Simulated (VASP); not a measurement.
Runs of VASP 6.6.1 on HfZrS3. The structure is that of space group Pm-3m (No. 221), or close to it. The cells are those of the table. The cell was built from a structure type or drawn by symmetry, and may not be a known phase.

| task | spin | cell | k mesh | cutoff (eV) | gap on the mesh (eV) | pressure (GPa) | moment (μB) |
| --- | --- | --- | --- | --- | --- | --- | --- |
| single point | off | a = 4.733 Å, 5 atoms | 4 × 4 × 4 | 520 | none | 7.6 | - |
| single point | collinear | a = 4.879 Å, 5 atoms | 8 × 8 × 8 | 520 | none | (a) | 1.45 |
| single point | off | a = 4.865 Å, 5 atoms | 4 × 4 × 4 | 520 | none | -0.2 | - |
| relaxation of cell and atoms | off | relaxed from a = 4.733 Å, 5 atoms | 4 × 4 × 4 | 600 | - | 0.0 | - |
| single point | collinear | a = 4.865 Å, 5 atoms | 4 × 4 × 4 | 520 | none | -0.2 | 0.00 |

Alike in all rows: level PBE; potentials or basis VASP PAW PBE potentials, release 64 (Zr_sv, Hf_pv, S); smearing gaussian 0.1 eV.

**Question.** Estimate the missing entries.

**Answer.** (a) -0.1.

Caveats: spin-orbit coupling is left out, which moves the levels of the heavy elements; the cell stands under pressure (at least some runs); the highest band is partly filled, so the run has too few bands (at least some runs).

A k mesh can miss the band edges, and the runs leave out spin-orbit coupling on Hf, Zr.

A gap of «none» marks levels without a gap at the run's occupations.
